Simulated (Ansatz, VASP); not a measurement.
**One calculation of Al12Ga, two programs**

Contents of INCAR:

```
SYSTEM = Al12Ga
PREC = Accurate ; ENCUT = 520
EDIFF = 1E-6 ; ISMEAR = 0
SIGMA = 0.1 ; LREAL = .FALSE.
LASPH = .TRUE. ; NELM = 150
ALGO = Normal ; ISIF = 2
LWAVE = .FALSE. ; LCHARG = .TRUE.
ISPIN = 2 ; MAGMOM = 0 0 0 0 0 0 0 0 0 0 0 0 1
LORBIT = 11 ; LDIPOL = .TRUE.
IDIPOL = 3 ; DIPOL = 0.5 0.5 0.305
GGA = CA ; LELF = .TRUE.
LVHAR = .TRUE. ; LVACPOTAV = .TRUE.
NBANDS = 40
```

Contents of KPOINTS:

```
regular mesh
0
G
  5 5 1
  0 0 0
```

The input POSCAR:

```
Al12Ga
1.0
    5.6343731020      0.0000000000      0.0000000000
    0.0000000000      5.6343731020      0.0000000000
    0.0000000000      0.0000000000     21.1039189491
Al Ga
12 1
Direct
    0.2500000000      0.2500000000      0.1895382564
    0.2500000000      0.7500000000      0.1895382564
    0.7500000000      0.2500000000      0.1895382564
    0.7500000000      0.7500000000      0.1895382564
    0.0000000000      0.0000000000      0.2867506898
    0.0000000000      0.5000000000      0.2867506898
    0.5000000000      0.0000000000      0.2867506898
    0.5000000000      0.5000000000      0.2867506898
    0.2500000000      0.2500000000      0.3840006668
    0.2500000000      0.7500000000      0.3840006668
    0.7500000000      0.2500000000      0.3840006668
    0.7500000000      0.7500000000      0.3840006668
    0.4166666667      0.4166666667      0.5256805135
```

Input for Ansatz:

```yaml
crystal:
  lattice:
    - [5.634373102, 0.0, 0.0]
    - [0.0, 5.634373102, 0.0]
    - [0.0, 0.0, 21.1039189491]
  atoms:
    - { symbol: Al, position: [0.25, 0.25, 0.1895382564] }
    - { symbol: Al, position: [0.25, 0.75, 0.1895382564] }
    - { symbol: Al, position: [0.75, 0.25, 0.1895382564] }
    - { symbol: Al, position: [0.75, 0.75, 0.1895382564] }
    - { symbol: Al, position: [0.0, 0.0, 0.2867506898] }
    - { symbol: Al, position: [0.0, 0.5, 0.2867506898] }
    - { symbol: Al, position: [0.5, 0.0, 0.2867506898] }
    - { symbol: Al, position: [0.5, 0.5, 0.2867506898] }
    - { symbol: Al, position: [0.25, 0.25, 0.3840006668] }
    - { symbol: Al, position: [0.25, 0.75, 0.3840006668] }
    - { symbol: Al, position: [0.75, 0.25, 0.3840006668] }
    - { symbol: Al, position: [0.75, 0.75, 0.3840006668] }
    - { symbol: Ga, position: [0.4166666667, 0.4166666667, 0.5256805135], spin: 1.0 }
basis:
  ecutwfc: 420
kpoints:
  mp_grid: { grid: [5, 5, 1] }
hamiltonian:
  xc: lda
  pseudopotentials: { kind: paw, azcp: { folder: soft_1 } }
scf:
  occupations: { method: gaussian, width: 0.1 }
output:
  forces: true
  eigenvalues: true
  populations: true
magnetization:
  spin_polarized: true
efield:
  axis: 3
  dipole_correction: true
  ramp_width: 0.04
```

Alike in both runs: task single point; functional LDA; k mesh 5 × 5 × 1; occupations gaussian, width 0.1 eV; collinear spin.

|  | VASP | Ansatz |
| --- | --- | --- |
| version | VASP 6.6.1 | Ansatz 0.2.0 |
| potentials or method | VASP PAW LDA potentials, release 64 (Al, Ga_d), cutoff 520 eV | scalar-relativistic, plane waves, PAW |
| valence electrons in the cell | 49 | 49 |

```tsv
	VASP	Ansatz	Ansatz less VASP
gap on the k mesh at the Fermi level (eV)	none	none	-
rms of the force components (eV/Å)	0.237	0.236	-0.0003
net moment per atom (μB)	0.00	0.00	0.000
work function, face that differs most (eV)	4.52	4.51	-0.010
```

Ansatz warns that its potentials were made for another functional, while VASP's fit it. LDA's correlation is that of Perdew and Zunger in VASP and of Perdew and Wang (1992) in Ansatz. Atom by atom the forces differ by 0.001 eV/Å (rms over components). A gap of «none» marks a metal or a gap that the smearing closes. Ansatz's warnings: seeded moment not kept.
